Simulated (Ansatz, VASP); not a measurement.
**Two plane-wave programs on HfO2**

```
CELL_PARAMETERS angstrom
0.00000 2.54904 2.54904
2.54904 0.00000 2.54904
2.54904 2.54904 0.00000
ATOMIC_POSITIONS crystal
Hf 0.00000 0.00000 0.00000
O 0.25000 0.25000 0.25000
O 0.75000 0.75000 0.75000
```

Alike in both runs: functional PBE; k mesh 8 × 8 × 8; occupations gaussian, width 0.02 eV; no spin polarisation.

Ansatz relaxed the structure, and its values are those at the end. VASP's run is a single point on that final structure, the one shown.

```csv
,VASP,Ansatz
version,VASP 6.6.1,Ansatz 0.2.0
potentials or method,"VASP PAW PBE potentials, release 64 (Hf_pv, O), cutoff 600 eV","scalar-relativistic, plane waves, PAW"
valence electrons in the cell,22,38
```

|  | VASP | Ansatz | Ansatz less VASP |
| --- | --- | --- | --- |
| gap on the k mesh at the Fermi level (eV) | 3.76 | 3.75 | -0.011 |
| least direct gap on the mesh (eV) | 3.76 | 3.75 | -0.011 |
| pressure (GPa) | -3.9 | 0.0 | +3.94 |

The functional is the same, so the differences come from potentials, cutoffs and numerics. VASP's potentials hold 22 valence electrons a cell and Ansatz's 38, so a difference there can come from the potentials and not from the codes.

Spin-orbit coupling is off throughout.
